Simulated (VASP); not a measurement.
# Al2B3N5 (I4/mmm) in VASP: single point with PBE

Aim: the single point of Al2B3N5 with PBE.

All numbers are computed with VASP 6.6.1; they aren't measurements. Logs are shortened: lines on timing, memory, paths and dates and some standing lists are left out, and cuts for length are marked.

## Step 1: The cell of the first run

The structure is tetragonal, space group I4/mmm (No. 139). Conventional cell: a = 2.719 Å, b = 2.719 Å, c = 18.588 Å, α = 90.00°, β = 90.00°, γ = 90.00°. Al (site symmetry 4mm) has 6 N at 1.92 to 1.97 Å within 2.5 Å. Within 2.0 Å of B (site symmetry 4mm) lie 6 N at 1.52 to 1.98 Å. B (site symmetry 4/mmm) has 6 N at 1.91 to 1.92 Å within 2.5 Å. N (site symmetry 4mm) has 5 B at 1.52 to 1.92 Å and 1 Al at 1.97 Å within 2.0 Å. Within 2.5 Å of N (site symmetry 4mm) lie 2 B at 1.91 to 1.98 Å and 4 Al at 1.92 Å. N (site symmetry 4/mmm) has 2 Al at 1.92 Å and 4 B at 1.92 Å within 2.5 Å.

## Step 2: Single point, PBE

File INCAR:

```
  PREC = Accurate
  ENCUT = 520
  EDIFF = 1E-6
  ISMEAR = 0
  SIGMA = 0.1
  LREAL = False
  LASPH = True
  NELM = 60
  ALGO = Normal
  ISIF = 2
  LWAVE = False
  LCHARG = True
  GGA = PE
  LELF = True
  LVHAR = True
  NBANDS = 31
```

File KPOINTS:

```
Automatic mesh
0
Gamma
  8 8 8
```

File POSCAR:

```
Al2B3N5
1.0
   -1.3596425163      1.3596425163      9.2938817092
    1.3596425163     -1.3596425163      9.2938817092
    1.3596425163      1.3596425163     -9.2938817092
Al B N
2 3 5
Direct
    0.6030804830      0.6030804830      0.0000000000
    0.3969195170      0.3969195170      0.0000000000
    0.2091424149      0.2091424149      0.0000000000
    0.7908575851      0.7908575851      0.0000000000
    0.0000000000      0.0000000000      0.0000000000
    0.7089662023      0.7089662023      0.0000000000
    0.2910337977      0.2910337977      0.0000000000
    0.8971882494      0.8971882494      0.0000000000
    0.5000000000      0.5000000000      0.0000000000
    0.1028117506      0.1028117506      0.0000000000
```

Potentials or basis: VASP PAW PBE potentials, release 64 (Al, B, N).

The run is started by

```bash
$ cat potpaw_PBE.64/Al/POTCAR potpaw_PBE.64/B/POTCAR potpaw_PBE.64/N/POTCAR > POTCAR
$ mpirun -np 1 vasp_std > vasp.out
```

OUTCAR:

```text
PREC = Accurate
   ENCUT = 520
   EDIFF = 1E-6
   ISMEAR = 0
   LREAL = False
   LASPH = True
   NELM = 60
   ISIF = 2
   GGA = PE

 ion  position               nearest neighbor table
   1  0.603  0.603  0.000-   9 1.92  10 1.92  10 1.92  10 1.92  10 1.92   6 1.97   5 2.71   5 2.71
                             5 2.71   5 2.71   3 2.75   3 2.75   3 2.75   3 2.75
   2  0.397  0.397  0.000-   9 1.92   8 1.92   8 1.92   8 1.92   8 1.92   7 1.97   5 2.71   5 2.71
                             5 2.71   5 2.71   4 2.75   4 2.75   4 2.75   4 2.75
   3  0.209  0.209  0.000-   7 1.52   6 1.92   6 1.92   6 1.92   6 1.92   1 2.75   1 2.75   1 2.75
                             1 2.75
   4  0.791  0.791  0.000-   6 1.52   7 1.92   7 1.92   7 1.92   7 1.92   2 2.75   2 2.75   2 2.75
                             2 2.75
   5  0.000  0.000  0.000-   8 1.91  10 1.91   9 1.92   9 1.92   9 1.92   9 1.92   1 2.71   1 2.71
                             2 2.71   2 2.71   2 2.71   1 2.71   2 2.71   1 2.71
   6  0.709  0.709  0.000-   4 1.52   3 1.92   3 1.92   3 1.92   3 1.92   1 1.97
   7  0.291  0.291  0.000-   3 1.52   4 1.92   4 1.92   4 1.92   4 1.92   2 1.97
   8  0.897  0.897  0.000-   5 1.91   2 1.92   2 1.92   2 1.92   2 1.92
   9  0.500  0.500  0.000-   1 1.92   2 1.92   5 1.92   5 1.92   5 1.92   5 1.92
  10  0.103  0.103  0.000-   5 1.91   1 1.92   1 1.92   1 1.92   1 1.92

  LATTYP: Found a body centered tetragonal cell.
 ALAT       =     2.7192850326
 C/A-ratio  =     6.8355333095

  Lattice vectors:

 A1 = (  -1.3596425163,   1.3596425163,   9.2938817092)
 A2 = (   1.3596425163,  -1.3596425163,   9.2938817092)
 A3 = (   1.3596425163,   1.3596425163,  -9.2938817092)

Analysis of symmetry for initial positions (statically):
=====================================================================
 Subroutine PRICEL returns:
 Original cell was already a primitive cell.

 Routine SETGRP: Setting up the symmetry group for a
 body centered tetragonal supercell.

 Subroutine GETGRP returns: Found 16 space group operations
 (whereof 16 operations were pure point group operations)
 out of a pool of 16 trial point group operations.

The static configuration has the point symmetry D_4h.

Analysis of symmetry for dynamics (positions and initial velocities):
=====================================================================
 Subroutine PRICEL returns:
 Original cell was already a primitive cell.

 Routine SETGRP: Setting up the symmetry group for a
 body centered tetragonal supercell.

 Subroutine GETGRP returns: Found 16 space group operations
 (whereof 16 operations were pure point group operations)
 out of a pool of 16 trial point group operations.

The dynamic configuration has the point symmetry D_4h.

 Subroutine INISYM returns: Found 16 space group operations
 (whereof 16 operations are pure point group operations),
 and found     1 'primitive' translations

----------------------------------------------------------------------------------------

                                     Primitive cell

  volume of cell :      68.7237

  direct lattice vectors                    reciprocal lattice vectors
    -1.359642516  1.359642516  9.293881709     0.000000000  0.367743722  0.053798834
     1.359642516 -1.359642516  9.293881709     0.367743722  0.000000000  0.053798834
     1.359642516  1.359642516 -9.293881709     0.367743722  0.367743722  0.000000000

  length of vectors
     9.490705599  9.490705599  9.490705599     0.371658122  0.371658122  0.520068160

  position of ions in fractional coordinates (direct lattice)
     0.603080483  0.603080483  0.000000000
     0.396919517  0.396919517  0.000000000
     0.209142415  0.209142415  0.000000000
     0.790857585  0.790857585  0.000000000
     0.000000000  0.000000000  0.000000000
     0.708966202  0.708966202  0.000000000
     0.291033798  0.291033798  0.000000000
     0.897188249  0.897188249  0.000000000
     0.500000000  0.500000000  0.000000000
     0.102811751  0.102811751  0.000000000

  ion indices of the primitive-cell ions
   primitive index   ion index
                 1           1
                 2           2
                 3           3
                 4           4
                 5           5
                 6           6
                 7           7
                 8           8
                 9           9
                10          10

----------------------------------------------------------------------------------------

 KPOINTS: Automatic mesh

Automatic generation of k-mesh.
 Grid dimensions read from file:
 generate k-points for:    8    8    8

 Generating k-lattice:

  Cartesian coordinates                     Fractional coordinates (reciprocal lattice)
     0.000000000  0.045967965  0.006724854     0.125000000  0.000000000  0.000000000
     0.045967965  0.000000000  0.006724854     0.000000000  0.125000000  0.000000000
     0.045967965  0.045967965  0.000000000     0.000000000  0.000000000  0.125000000

  Length of vectors
     0.046457265  0.046457265  0.065008520

  Shift w.r.t. Gamma in fractional coordinates (k-lattice)
     0.000000000  0.000000000  0.000000000

 Subroutine IBZKPT returns following result:
 ===========================================

 Found     59 irreducible k-points:

 Following reciprocal coordinates:
            Coordinates               Weight
  0.000000  0.000000  0.000000      1.000000
  0.125000  0.000000 -0.000000      8.000000
  0.250000  0.000000 -0.000000      8.000000
  0.375000  0.000000 -0.000000      8.000000
  0.500000  0.000000 -0.000000      4.000000
  0.125000  0.125000 -0.000000      8.000000
[... 16 lines left out ...]
  0.250000  0.125000  0.125000     16.000000
  0.375000  0.125000  0.125000      8.000000
 [... further k-points ...]
   k-points           NKPTS =     59   k-points in BZ     NKDIM =     59   number of bands    NBANDS=     31
   number of dos      NEDOS =    301   number of ions     NIONS =     10
   total plane-waves  NPLWV = 373248
   dimension x,y,z NGX =    72 NGY =   72 NGZ =   72
   dimension x,y,z NGXF=   144 NGYF=  144 NGZF=  144
   ions per type =               2   3   5
   NGX,Y,Z   is equivalent  to a cutoff of  12.61, 12.61, 12.61 a.u.
   NGXF,Y,Z  is equivalent  to a cutoff of  25.22, 25.22, 25.22 a.u.
 SYSTEM =  unknown system
   PREC   = accura    normal or accurate (medium, high low for compatibility)
   ISTART =      0    job   : 0-new  1-cont  2-samecut
   ICHARG =      2    charge: 1-file 2-atom 10-const
   ISPIN  =      1    spin polarized calculation?
   LNONCOLLINEAR =      F non collinear calculations
   LSORBIT =      F    spin-orbit coupling
   LASPH  =      T    aspherical Exc in radial PAW
   ENCUT  =  520.0 eV  38.22 Ry    6.18 a.u.  17.65 17.65 17.65*2*pi/ulx,y,z
   NELM   =     60;   NELMIN=  2; NELMDL= -5     # of ELM steps
   EDIFF  = 0.1E-05   stopping-criterion for ELM
   LREAL  =      F    real-space projection
   EDIFFG = 0.1E-04   stopping-criterion for IOM
   NSW    =      0    number of steps for IOM
   IBRION =     -1    ionic relax: 0-MD 1-quasi-New 2-CG
   NFREE  =      0    steps in history (QN), initial steepest desc. (CG)
   ISIF   =      2    stress and relaxation
   ISYM   =      2    0-nonsym 1-usesym 2-fastsym
   POTIM  = 0.5000    time-step for ionic-motion
   TEBEG  =    0.0;   TEEND  =   0.0 temperature during run
   PSTRESS=    0.0 pullay stress
   NELECT =      40.0000    total number of electrons
   NUPDOWN=      -1.0000    fix difference up-down
   EMIN   =  10.00;   EMAX   =-10.00  energy-range for DOS
   EFERMI =   0.00;   METHOD = LEGACY
   ISMEAR =     0;   SIGMA  =   0.10  broadening in eV -4-tet -1-fermi 0-gaus
   EFERMI_NEDOS =   21; number of points for ismear=-14 and -15
   IALGO  =     38    algorithm
   IMIX   =      4    mixing-type and parameters
     AMIX     =   0.40;   BMIX     =  1.00
     AMIX_MAG =   1.60;   BMIX_MAG =  1.00
  volume/ion in A,a.u.               =       6.87        46.38
  Fermi-wavevector in a.u.,A,eV,Ry     =   1.366866  2.583002 25.420075  1.868323
  Thomas-Fermi vector in A             =   2.492969
   LORBIT       =      0    0 simple, 1 ext, 2 COOP (PROOUT), +10 PAW based schemes
   GGA     = PE    functional components
   LHFCALC =     F    Hartree Fock is set to
   AEXX    =    0.0000 exact exchange contribution
   IVDW    =     0    specifies the selected vdW correction
   LEPSILON=     F    determine dielectric tensor
   LRPA    =     F    only Hartree local field effects (RPA)
 non-spin polarized calculation
 Gauss-broadening in eV      SIGMA  =   0.10
  energy-cutoff  :      520.00
  volume of cell :       68.72
 maximum number of plane-waves:      1871
   NGX = 35   NGY = 35   NGZ = 35

 number of electron      40.0000000 magnetization

 Free energy of the ion-electron system (eV)
  ---------------------------------------------------
  ext. energy  EPLUGINS =         0.00000000
  ---------------------------------------------------
  free energy    TOTEN  =       -69.09218347 eV

  energy without entropy =      -69.09074893  energy(sigma->0) =      -69.09146620

 E-fermi :   9.3964     XC(G=0): -12.7533

 val. band max:        9.2985252640   @ k =  -0.1250   0.1250   0.1250
 cond. band min:       9.4585514173   @ k =   0.5000   0.5000  -0.0000
 fundamental gap:      0.1600261533
 Fermi energy:         9.3963542893

 k-point     1 :       0.0000    0.0000    0.0000
  band No.  band energies     occupation
      1     -10.7219      2.00000
      2      -9.0493      2.00000
      3      -8.2736      2.00000
      4      -5.5328      2.00000
      5      -5.0872      2.00000
      6       1.3535      2.00000
[... 23 lines left out ...]
     30      18.6232      0.00000
     31      19.3478      0.00000

 k-point     2 :       0.1250    0.0000   -0.0000
  band No.  band energies     occupation
      1     -10.4863      2.00000
      2      -8.8363      2.00000
      3      -8.0306      2.00000
      4      -5.4958      2.00000
      5      -4.9403      2.00000
      6       1.1410      2.00000
[... 740 lines left out ...]
 k-point    24 :       0.3750    0.1250    0.1250
  band No.  band energies     occupation
      1      -6.5175      2.00000
      2      -6.5152      2.00000
      3      -5.4804      2.00000
      4      -5.2760      2.00000
      5      -5.1690      2.00000
      6       0.0360      2.00000
[... 23 lines left out ...]
     30      19.5061      0.00000
     31      19.6172      0.00000

 [... further k-points ...]
[... 5 lines left out ...]
  --------------------------------------------------------------------------------------
  -------------------------------------------------------------------------------------
  Total       -0.1052010     -0.1052010      0.0260341      0.0000000      0.0000000     -0.0000000
  in kB       -2.4525826     -2.4525826      0.6069411      0.0000000      0.0000000     -0.0000000
  external PRESSURE =      -1.4327414 kB  Pullay stress =       0.0000000 kB

 VOLUME and BASIS-vectors are now :
 -----------------------------------------------------------------------------
  energy-cutoff  :      520.00
  volume of cell :       68.72
      direct lattice vectors                 reciprocal lattice vectors
    -1.359642516  1.359642516  9.293881709     0.000000000  0.367743722  0.053798834
     1.359642516 -1.359642516  9.293881709     0.367743722  0.000000000  0.053798834
     1.359642516  1.359642516 -9.293881709     0.367743722  0.367743722  0.000000000

 POSITION                                       TOTAL-FORCE (eV/Angst)
 -----------------------------------------------------------------------------------
      0.00000      0.00000     11.20992        -0.000000     -0.000000     -0.003157
      0.00000      0.00000      7.37785        -0.000000     -0.000000      0.003157
      0.00000      0.00000      3.88749         0.000000      0.000000     -0.047768
      0.00000      0.00000     14.70027        -0.000000     -0.000000      0.047768
      0.00000      0.00000      0.00000        -0.000000     -0.000000      0.000000
      0.00000      0.00000     13.17810        -0.000000     -0.000000     -0.012112
      0.00000      0.00000      5.40967         0.000000      0.000000      0.012112
      0.00000      0.00000     16.67672        -0.000000     -0.000000     -0.001447
      0.00000      0.00000      9.29388        -0.000000     -0.000000      0.000000
      0.00000      0.00000      1.91104        -0.000000     -0.000000      0.001447
 -----------------------------------------------------------------------------------
    total drift:                               -0.000000      0.000000      0.000000

  FREE ENERGIE OF THE ION-ELECTRON SYSTEM (eV)
  ---------------------------------------------------
  free  energy   TOTEN  =       -69.0921834705 eV

  energy  without entropy=      -69.0907489334  energy(sigma->0) =      -69.09146620
```

It took 26 min on 1 thread of Intel Xeon 8259CL, shared host; peak memory 0.75 GiB.

What came out:

```
Free energy            : -69.0922 eV
Pressure               : -0.1 GPa
Largest force          : 0.048 eV/Å
Band gap on the k mesh : 0.16 eV (least direct gap 1.67 eV)
```

Forces in eV/Å, atoms in the order of the input:
```
Al   0.000  0.000 -0.003
Al   0.000  0.000  0.003
B    0.000  0.000 -0.048
B    0.000  0.000  0.048
B    0.000  0.000  0.000
N    0.000  0.000 -0.012
N    0.000  0.000  0.012
N    0.000  0.000 -0.001
N    0.000  0.000  0.000
N    0.000  0.000  0.001
```

Levels at points of the mesh, in eV from the valence-band top:
| k point | band 16 | band 17 | band 18 | band 19 | band 20 | band 21 | band 22 | band 23 | band 24 | band 25 |
| --- | --- | --- | --- | --- | --- | --- | --- | --- | --- | --- |
| (0.00, 0.00, 0.00) | -1.58 | -1.58 | -1.00 | -0.07 | -0.07 | 1.60 | 2.50 | 5.44 | 6.96 | 7.09 |
| (0.50, 0.00, 0.00) | -1.56 | -1.28 | -1.19 | -0.69 | -0.44 | 3.86 | 4.20 | 4.60 | 4.72 | 5.34 |
| (0.50, 0.50, 0.00) | -4.61 | -4.47 | -4.00 | -3.48 | -3.32 | 0.16 | 2.30 | 4.91 | 6.88 | 7.25 |
| (0.50, 0.50, 0.50) | -1.09 | -0.72 | -0.72 | -0.41 | -0.41 | 1.68 | 3.13 | 3.91 | 6.72 | 7.67 |

Caveat: semilocal functionals underestimate gaps, and a narrow one can read as zero. A k mesh can miss the band edges.
